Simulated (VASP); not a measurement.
# H2CO2 in VASP: further runs, part 2 of 3

VASP 6.6.1.

### 3 Single point, PBEsol

File INCAR:

```
PREC     = Accurate       # precision mode
ENCUT    = 520            # plane-wave cutoff, eV
EDIFF    = 1E-6           # SCF threshold, eV
ISMEAR   = -1             # smearing method
SIGMA    = 0.05           # smearing width, eV
LREAL    = Auto         
LASPH    = T              # aspherical terms in the spheres
NELM     = 100            # most SCF steps
ALGO     = Normal         # electronic algorithm
ISIF     = 2              # what is computed and relaxed
LWAVE    = F              # write WAVECAR
LCHARG   = F              # write CHGCAR
GGA      = PS             # functional
NBANDS   = 98             # bands
```

File KPOINTS:

```
Automatic mesh
0
Gamma
  1 1 1
```

File POSCAR:

```
H2CO2
1.0
    7.6834750000      0.0000000000      0.0000000000
    0.0000000000      7.6834750000      0.0000000000
    0.0000000000      0.0000000000      7.6834750000
O C H
16 8 16
Direct
    0.9038228145      0.8238069363      0.8574245377
    1.1389508003      0.9627544828      0.7498299923
    0.7690140203      0.8343880861      0.5497902967
    0.7691181399      1.1279401573      0.5456775743
    0.1445960324      0.4081746866      0.0648664829
    0.2525940411      0.6770634381      0.0337607658
    0.2491711107      0.7637559828      0.5221855996
    0.0443809604      0.8812679159      0.3514685738
    0.2177920798      0.4203566746      0.6016808801
    0.0559902909      0.4828414227      0.3716807825
    0.4640087981      0.1735152389      0.2673269582
    0.7302294860      0.2195621122      0.1487477997
    0.6189126665      0.3928300671      0.6955056143
    0.8618756487      0.5249057230      0.7712005310
    0.5241248263      0.8786519121      0.0860417975
    0.7050846134      0.6482613661      0.1379844406
    0.9978557879      0.9626113184      0.8362752531
    0.6975880054      0.9867149955      0.5708224469
    0.2468674656      0.5216259570     -0.0088761921
    0.1789424707      0.7983236752      0.3695723615
    0.1062019464      0.3803877803      0.4826461985
    0.6119366563      0.2640862370      0.2412189797
    0.7045770306      0.5285499074      0.7497649176
    0.6837401046      0.8043105496      0.1318674168
    0.9103433017      0.6935143278      0.7978030774
    0.9645505452      1.0826481507      0.9030028730
    0.8838578898      0.8506307367      0.4775703702
    0.5629744354      0.9830708111      0.6239494500
    0.0747578407      0.4553018003      0.1707821005
    0.3397551238      0.4507205399     -0.1030653448
    0.1864000338      0.8289087945      0.6315501775
    0.2593097524      0.7553873736      0.2585288558
    0.2563033003      0.5435561383      0.5767963064
    0.0574479646      0.2410237555      0.4869020853
    0.4802904936      0.0682373535      0.1909682793
    0.6169604248      0.3847087418      0.3148184903
    0.6937225669      0.2964023440      0.6476626787
    0.6164137971      0.6398537120      0.7748837603
    0.4291808069      0.7882370932      0.0603242673
    0.7829009660      0.8910161092      0.1893674412
```

Potentials or basis: VASP PAW PBE potentials, release 64 (O, C, H).

The run is started by

```bash
> cat potpaw_PBE.64/O/POTCAR potpaw_PBE.64/C/POTCAR potpaw_PBE.64/H/POTCAR > POTCAR
> mpirun -np 1 vasp_gam > vasp.out
```

OUTCAR:

```text
PREC = Accurate
   ENCUT = 520
   EDIFF = 1E-6
   ISMEAR = -1
   LREAL = Auto
   LASPH = T
   NELM = 100
   ISIF = 2
   GGA = PS

 ion  position               nearest neighbor table
   1  0.904  0.824  0.857-  25 1.10  17 1.30
   2  0.139  0.963  0.750-  17 1.27  31 1.42
   3  0.769  0.834  0.550-  27 1.05  18 1.30
   4  0.769  0.128  0.546-  18 1.23
   5  0.145  0.408  0.065-  29 1.04  19 1.30
   6  0.253  0.677  0.034-  19 1.24
   7  0.249  0.764  0.522-  31 1.09  20 1.32
   8  0.044  0.881  0.351-  20 1.22
   9  0.218  0.420  0.602-  33 1.01  21 1.29
  10  0.056  0.483  0.372-  21 1.22
  11  0.464  0.174  0.267-  35 1.01  22 1.35
  12  0.730  0.220  0.149-  22 1.20
  13  0.619  0.393  0.696-  37 1.01  23 1.30
  14  0.862  0.525  0.771-  23 1.22  25 1.36
  15  0.524  0.879  0.086-  39 1.03  24 1.40
  16  0.705  0.648  0.138-  24 1.21
  17  0.998  0.963  0.836-  26 1.09   2 1.27   1 1.30
[... 9 lines left out ...]
  27  0.884  0.851  0.478-   3 1.05
  28  0.563  0.983  0.624-  18 1.11
  29  0.075  0.455  0.171-   5 1.04
[... 251 lines left out ...]
 fundamental gap:      4.0196923890
 Fermi energy:        -0.6344745367

 k-point     1 :       0.0000    0.0000    0.0000
  band No.  band energies     occupation
      1     -24.5203      2.00000
      2     -24.2779      2.00000
      3     -24.1375      2.00000
      4     -23.6934      2.00000
      5     -23.6157      2.00000
      6     -23.2470      2.00000
[... 76 lines left out ...]
     83       5.2042      0.00000
     84       5.7161      0.00000
 [bands above 84 left out]

------------------------ aborting loop because EDIFF is reached ----------------------------------------

  FORCE on cell =-STRESS in cart. coord.  units (eV):
  Direction    XX          YY          ZZ          XY          YZ          ZX
  --------------------------------------------------------------------------------------
  -------------------------------------------------------------------------------------
  Total        0.3706997      1.5980629      4.4080072      0.2712881      0.8009970      2.4607834
  in kB        1.3093620      5.6445771     15.5696852      0.9582267      2.8292311      8.6918242
  external PRESSURE =       7.5078748 kB  Pullay stress =       0.0000000 kB

 VOLUME and BASIS-vectors are now :
 -----------------------------------------------------------------------------
  energy-cutoff  :      520.00
  volume of cell :      453.60
      direct lattice vectors                 reciprocal lattice vectors
     7.683475000  0.000000000  0.000000000     0.130149444  0.000000000  0.000000000
     0.000000000  7.683475000  0.000000000     0.000000000  0.130149444  0.000000000
     0.000000000  0.000000000  7.683475000     0.000000000  0.000000000  0.130149444

 POSITION                                       TOTAL-FORCE (eV/Angst)
 -----------------------------------------------------------------------------------
      6.94450      6.32970      6.58800        -0.405933      1.397957      0.641440
      1.06763      7.39730      5.76130        -1.101821      0.138066      0.392420
      5.90870      6.41100      4.22430         0.171246      0.038836     -1.248220
      5.90950      0.98303      4.19270         0.394123      0.222423      0.016792
      1.11100      3.13620      0.49840        -0.442993      0.009842     -0.165956
      1.94080      5.20220      0.25940         0.408496     -0.017156     -0.826431
[... 32 lines left out ...]
      3.29760      6.05640      0.46350         0.298765     -0.000035     -0.191581
      6.01540      6.84610      1.45500        -0.251942      0.720039     -0.562275
 -----------------------------------------------------------------------------------
    total drift:                                0.008811      0.014511     -0.008146

  FREE ENERGIE OF THE ION-ELECTRON SYSTEM (eV)
  ---------------------------------------------------
  free  energy   TOTEN  =      -247.2091904882 eV

  energy  without entropy=     -247.2091904881  energy(sigma->0) =     -247.20919049
```

OSZICAR:

```text
N       E                     dE             d eps       ncg     rms          rms(c)
DAV:   1     0.119278162513E+04    0.11928E+04   -0.84345E+04   204   0.141E+03
DAV:   2    -0.156370112099E+03   -0.13492E+04   -0.12921E+04   246   0.339E+02
DAV:   3    -0.260680390883E+03   -0.10431E+03   -0.10334E+03   232   0.101E+02
DAV:   4    -0.262579024666E+03   -0.18986E+01   -0.18918E+01   232   0.148E+01
DAV:   5    -0.262625832934E+03   -0.46808E-01   -0.46762E-01   232   0.217E+00    0.273E+01
DAV:   6    -0.248690662904E+03    0.13935E+02   -0.42648E+01   224   0.225E+01    0.124E+01
DAV:   7    -0.247501580392E+03    0.11891E+01   -0.25815E+00   232   0.590E+00    0.665E+00
DAV:   8    -0.247202198965E+03    0.29938E+00   -0.13092E+00   224   0.405E+00    0.143E+00
DAV:   9    -0.247198964689E+03    0.32343E-02   -0.15893E-01   232   0.156E+00    0.634E-01
DAV:  10    -0.247204885936E+03   -0.59212E-02   -0.25220E-02   232   0.729E-01    0.220E-01
DAV:  11    -0.247207534494E+03   -0.26486E-02   -0.50046E-03   224   0.276E-01    0.126E-01
DAV:  12    -0.247208717779E+03   -0.11833E-02   -0.16581E-03   232   0.199E-01    0.665E-02
DAV:  13    -0.247209143315E+03   -0.42554E-03   -0.63178E-04   224   0.118E-01    0.275E-02
DAV:  14    -0.247209180030E+03   -0.36715E-04   -0.19345E-04   224   0.542E-02    0.173E-02
DAV:  15    -0.247209186827E+03   -0.67972E-05   -0.25505E-05   232   0.254E-02    0.664E-03
DAV:  16    -0.247209190221E+03   -0.33939E-05   -0.91108E-06   224   0.139E-02    0.444E-03
DAV:  17    -0.247209190488E+03   -0.26707E-06   -0.19472E-06   176   0.694E-03
   1 F= -.24720919E+03 E0= -.24720919E+03  d E =-.627794E-10
```

It took 77 s on 1 thread of Intel Xeon Platinum 8488C (Sapphire Rapids), shared host; peak memory 0.47 GiB.

What came out:

```
Free energy            : -247.2092 eV
Pressure               : 0.8 GPa
Largest force          : 3.189 eV/Å
Band gap on the k mesh : 4.02 eV
```

Forces in eV/Å, atoms in the order of the input:
```
O   -0.406  1.398  0.641
O   -1.102  0.138  0.392
O    0.171  0.039 -1.248
O    0.394  0.222  0.017
O   -0.443  0.010 -0.166
O    0.408 -0.017 -0.826
O    0.288 -0.427  0.797
O   -1.140  0.184 -0.095
O    0.939  0.320  0.842
O   -0.398  0.675 -0.776
O    0.487  0.208 -0.222
O    0.837 -0.517 -0.929
O   -0.888  0.554  0.004
O    1.633  0.748 -0.120
O    1.395 -0.071  0.244
O   -0.138 -0.446 -0.425
C    2.194 -2.009 -1.150
C   -0.698  0.356  0.722
C    0.716 -1.113  0.326
C    0.703  0.167  0.498
C   -0.897 -1.802 -0.453
C   -0.717  0.057  0.528
C   -1.415 -0.954 -0.192
C   -1.532 -0.358  0.728
H    0.251  0.176  0.440
H   -0.647  0.350  0.443
H    0.097  0.035  0.219
H    0.077 -0.265 -0.051
H    0.332 -0.224 -0.331
H   -0.768  0.860  0.493
H    0.064  0.469 -0.267
H   -0.246 -0.002  0.173
H   -0.077  0.074  0.064
H    0.335  0.678  0.156
H   -0.292 -0.289 -0.039
H   -0.224  0.629  0.446
H    0.322 -0.668 -0.224
H    0.337  0.095  0.092
H    0.299  0.000 -0.192
H   -0.252  0.720 -0.562
```

Stress tensor (GPa, compression positive):
```
0.13 0.10 0.87
0.10 0.56 0.28
0.87 0.28 1.56
```

Levels at points of the mesh, in eV from the valence-band top:
| k point | band 70 | band 71 | band 72 | band 73 | band 74 | band 75 |
| --- | --- | --- | --- | --- | --- | --- |
| (0.00, 0.00, 0.00) | -0.65 | -0.55 | 0.00 | 4.02 | 4.11 | 4.28 |

Caveat: the k points lie up to 0.82 Å⁻¹ apart; the PAW data sets were made with another functional, which shifts forces and pressure a little.

### 4 Single point, PBEsol

File INCAR:

```
SYSTEM = H2CO2
  PREC = Accurate
  ENCUT = 520
  EDIFF = 1E-7
  ISMEAR = -1
  SIGMA = 0.05
  LREAL = Auto
  LASPH = .True.
  NELM = 60
  ALGO = Normal
  ISIF = 2
  LWAVE = .False.
  LCHARG = .False.
  GGA = PS
  NBANDS = 98
```

File KPOINTS:

```
regular mesh
0
Gamma
  1 1 1
  0 0 0
```

File POSCAR:

```
H2CO2
1.0
    7.6834750000      0.0000000000      0.0000000000
    0.0000000000      7.6834750000      0.0000000000
    0.0000000000      0.0000000000      7.6834750000
O C H
16 8 16
Direct
    0.9196359720      0.8152170730      0.8828427242
    1.1249857649      0.9761208307      0.7481250346
    0.7524720260      0.8433814127      0.5421114795
    0.7508581729      1.1401091303      0.5569224862
    0.1396763834      0.4165693257      0.0497561325
    0.2495615591      0.6851717485      0.0116223454
    0.2218917872      0.7719163530      0.5352135590
    0.0112579269      0.8938793970      0.3770559545
    0.2240782979      0.4031509180      0.5994683395
    0.0497301026      0.4637745291      0.3730473516
    0.4484949844      0.1831593127      0.2725069061
    0.7103816958      0.2345292983      0.1521186703
    0.6223486118      0.4180790593      0.6565258558
    0.8888165836      0.5100556714      0.7576519739
    0.5151314997      0.8970940883      0.1071780672
    0.6854841071      0.6602481299      0.1366829462
    0.9936129160      0.9643032612      0.8446308474
    0.6838572391      0.9902420454      0.5690133696
    0.2323297727      0.5325194655     -0.0354527086
    0.1517152070      0.8130956371      0.3837065911
    0.1109263712      0.3607612441      0.4805768223
    0.5904229532      0.2801206485      0.2447069848
    0.7233055356      0.5271312785      0.7398995897
    0.6620962520      0.8122756956      0.1547086442
    0.9340955752      0.6780395589      0.8341277872
    0.9271846398      1.0882315619      0.8909900794
    0.8818926332      0.8575546872      0.4885549833
    0.5378555927      0.9902420454      0.5996115039
    0.0836210178      0.4418313328      0.1629731339
    0.2981463465      0.4722472579     -0.1482011720
    0.1652507492      0.8540406522      0.6454371232
    0.2248982394      0.7722547415      0.2643855807
    0.2629929817      0.5256215449      0.5776943375
    0.0607537605      0.2298178884      0.4919388688
    0.4541304553      0.0813564175      0.1949768822
    0.5851258708      0.4046736665      0.3218075155
    0.6739788963      0.3018946505      0.6117414321
    0.6558360638      0.6333462398      0.8110002310
    0.4232720221      0.8125359945      0.0616127468
    0.7558559116      0.9101741074      0.1903045172
```

The run is started by

```bash
> cat potpaw_PBE.64/O/POTCAR potpaw_PBE.64/C/POTCAR potpaw_PBE.64/H/POTCAR > POTCAR
> mpirun -np 1 vasp_gam > vasp.out
```

It took 83 s on 1 thread of Intel Xeon Platinum 8488C (Sapphire Rapids), shared host; peak memory 0.47 GiB.

It converged, with:

| Quantity | Value |
| --- | --- |
| Free energy | -247.0992 eV |
| Pressure | -0.1 GPa |
| Largest force | 3.826 eV/Å |
| Band gap on the k mesh | 3.92 eV |

Forces on the atoms (eV/Å):
```
O   -0.355  1.035  0.361
O   -0.336  0.691  0.507
O    0.473 -0.997  0.026
O    0.497 -1.476  0.013
O    0.510 -0.789 -1.630
O    0.398  0.311 -0.217
O    0.238 -0.243 -0.854
O    0.404 -0.099 -0.795
O    0.914  0.255  0.207
O    0.551 -0.125 -0.160
O   -0.513  1.148  0.602
O    0.179  0.246 -0.220
O   -0.095  1.548  0.949
O   -2.087  1.082 -0.059
O   -0.972 -0.627 -0.321
O    0.060 -1.985  0.120
C   -0.223 -1.451 -0.629
C   -2.507  2.872  0.323
C   -0.225 -0.434  1.439
C    0.239 -0.319  1.277
C   -1.188  0.822 -0.645
C    0.075  0.072  0.295
C    1.617 -1.357  0.207
C   -0.582  1.482 -0.851
H    0.116  0.532 -0.345
H    0.435 -0.902  0.142
H    0.095  0.290 -0.208
H    0.952 -0.447 -0.019
H   -0.272  0.717  0.816
H   -0.052  0.082  0.045
H    0.220 -0.106 -0.162
H   -0.357  0.166  0.364
H   -0.263  0.053 -0.048
H   -0.012 -0.921  0.106
H    0.318 -0.778 -0.369
H    0.107 -0.374 -0.348
H    0.603 -0.496 -0.124
H   -0.040 -0.084 -0.430
H    0.214  0.073  0.001
H    0.864  0.532  0.632
```

Stress tensor (GPa, compression positive):
```
-0.15 -0.55 -0.12
-0.55 -0.72  0.30
-0.12  0.30  0.64
```

Levels at points of the mesh, in eV from the valence-band top:
```
           k point  band 70  band 71  band 72  band 73  band 74  band 75
(0.00, 0.00, 0.00)    -0.76    -0.65     0.00     3.92     4.03     4.10
```

Caveat: the k points lie up to 0.82 Å⁻¹ apart; the PAW data sets were made with another functional, which shifts forces and pressure a little.

### 5 Single point, PBEsol

File INCAR:

```
  PREC = Accurate
  ENCUT = 520
  EDIFF = 1E-6
  ISMEAR = -1
  SIGMA = 0.05
  LREAL = Auto
  LASPH = True
  NELM = 100
  ALGO = Normal
  ISIF = 2
  LWAVE = False
  LCHARG = True
  GGA = PS
  LELF = True
  LVHAR = True
  NBANDS = 98
```

File KPOINTS:

```
regular mesh
0
Gamma
  1 1 1
```

File POSCAR:

```
H2CO2
1.0
    7.6834750000      0.0000000000      0.0000000000
    0.0000000000      7.6834750000      0.0000000000
    0.0000000000      0.0000000000      7.6834750000
O C H
16 8 16
Direct
    0.9232280967      0.8239240708      0.9375054907
    1.1256755570      0.9689105515      0.7671789132
    0.7161863610      0.8854326981      0.5026241382
    0.7708361126      1.1700044576      0.5750653188
    0.1228740902      0.3761188785      0.0336566462
    0.2556135082      0.6389426659      0.0362205903
    0.2357657180      0.7882891530      0.5284197580
    0.0092145806      0.8771161486      0.3694552270
    0.2527241906      0.4388899554      0.5653431553
    0.0408018507      0.4082397613      0.3582884047
    0.4536619173      0.1935582533      0.2541428195
    0.6943082394      0.2472709288      0.0981196659
    0.6275545896      0.4201354205      0.7160692265
    0.8766736405      0.5795164297      0.7327543852
    0.5072444434      0.8749686828      0.0695909078
    0.6514109827      0.6285827702      0.1531078060
    1.0148272754      0.9668672053      0.8857060119
    0.6962474662      1.0284018624      0.5841237201
    0.2460865689      0.4891276408     -0.0206547168
    0.1563485272      0.8167788663      0.3808693332
    0.1329606721      0.3518980670      0.4782341323
    0.6005095351      0.2827496673      0.2171283176
    0.7203641581      0.5477469504      0.7779813170
    0.6384220681      0.7864150010      0.1470037971
    0.9221738862      0.7252447623      0.8356505357
    0.9751056651      1.0907304312      0.9487764325
    0.8450343106      0.8847689359      0.4414278696
    0.5751954682      1.0251611413      0.6705169211
    0.0546237217      0.4332154396      0.1315550581
    0.3403538113      0.4210334517     -0.1059026027
    0.1777581108      0.8540536671      0.6344004503
    0.2348156270      0.7750789844      0.2692271401
    0.2451234630      0.5656164691      0.5435170935
    0.1148568844      0.2182606178      0.5225630330
    0.4426903192      0.0807447151      0.1869987213
    0.6086699052      0.3898496449      0.3168488217
    0.6901044124      0.3246577883      0.6465824383
    0.6638792994      0.6225828808      0.8885042250
    0.4197319572      0.7797903943      0.0275396224
    0.7394961264      0.8696716004      0.1960050628
```

The run is started by

```bash
> cat potpaw_PBE.64/O/POTCAR potpaw_PBE.64/C/POTCAR potpaw_PBE.64/H/POTCAR > POTCAR
> mpirun -np 1 vasp_gam > vasp.out
```

Wall time 77 s (1 thread of Intel Xeon Platinum 8488C (Sapphire Rapids), shared host); peak memory 0.47 GiB.

Results (log left out):

```yaml
Free_energy: -247.2090 eV
Pressure: -0.3 GPa
Largest_force: 3.984 eV/Å
Band_gap_on_the_k_mesh: 3.99 eV
```

Forces in eV/Å, atoms in the order of the input:
```
O    1.333  2.384 -1.245
O   -0.386  0.115  0.554
O    1.995 -0.641 -0.854
O    1.351 -0.162 -0.772
O    0.630  1.327 -0.432
O    0.349  0.062 -0.590
O    0.584 -0.123  0.208
O   -0.175  0.397 -0.779
O   -0.123 -0.533  0.391
O    0.814  0.195  0.904
O   -0.532 -0.764  0.302
O    1.257 -0.026 -0.926
O   -0.522  1.363  0.957
O   -1.456 -0.062  0.323
O   -0.381 -1.126 -0.034
O   -0.426  0.016 -0.056
C   -1.222 -1.731 -0.009
C   -3.353  1.141  1.824
C   -0.888 -1.330  1.182
C   -0.132 -0.246  0.334
C   -1.065  0.481 -1.257
C   -1.383 -0.026  1.212
C    1.708 -0.671 -0.535
C   -0.205 -0.057 -0.378
H    0.110 -0.306  0.406
H    0.193 -0.245  0.300
H   -0.741 -0.139  0.518
H    0.615 -0.237 -0.327
H    0.251 -0.532 -0.159
H   -0.028  0.385 -0.248
H   -0.239 -0.042  0.331
H   -0.117 -0.010 -0.413
H    0.143  0.382 -0.242
H    0.251 -0.490  0.336
H    0.487  0.758 -0.109
H    0.408 -0.219 -0.620
H    0.627 -0.413 -0.227
H   -0.304 -0.228 -0.508
H    0.130  0.494  0.356
H    0.441  0.860  0.278
```

Stress tensor (GPa, compression positive):
```
-0.90 -1.19 -0.09
-1.19 -0.79  0.37
-0.09  0.37  0.77
```

Levels at points of the mesh, in eV from the valence-band top:
```
           k point  band 70  band 71  band 72  band 73  band 74  band 75
(0.00, 0.00, 0.00)    -0.41    -0.29     0.00     3.99     4.12     4.32
```

Caveat: the k points lie up to 0.82 Å⁻¹ apart; the atoms stand as in a frame of molecular dynamics; the PAW data sets were made with another functional, which shifts forces and pressure a little.

(Part 2 of 3 ends here.)
